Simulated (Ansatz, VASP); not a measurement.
**BeTe in VASP and in Ansatz**

```
Te Be
1.0
     0.00000    2.77000    2.77000
     2.77000    0.00000    2.77000
     2.77000    2.77000    0.00000
Te Be
1 1
Direct
  0.75000 0.75000 0.75000
  0.00000 0.00000 0.00000
```

Alike in both runs: task relaxation of cell and atoms; functional RPBE; dispersion D3(BJ); k mesh 8 × 8 × 8; occupations fermi-dirac, width 0.05 eV; no spin polarisation.

```csv
,VASP,Ansatz
version,VASP 6.6.1,Ansatz 0.2.0
potentials or method,"VASP PAW PBE potentials, release 64 (Te, Be), cutoff 600 eV","all-electron LAPW, scalar-relativistic"
```

```csv
,VASP,Ansatz,Ansatz less VASP
relaxed volume (Å³/atom),18.85,18.80,-0.046
relaxed cell length with the largest relative difference (Å),3.763,3.760,-0.0030
```

VASP's potentials were made for PBE, not for RPBE. Ansatz ran all-electron here, and VASP with PAW potentials.

Neither program's run includes spin-orbit coupling.
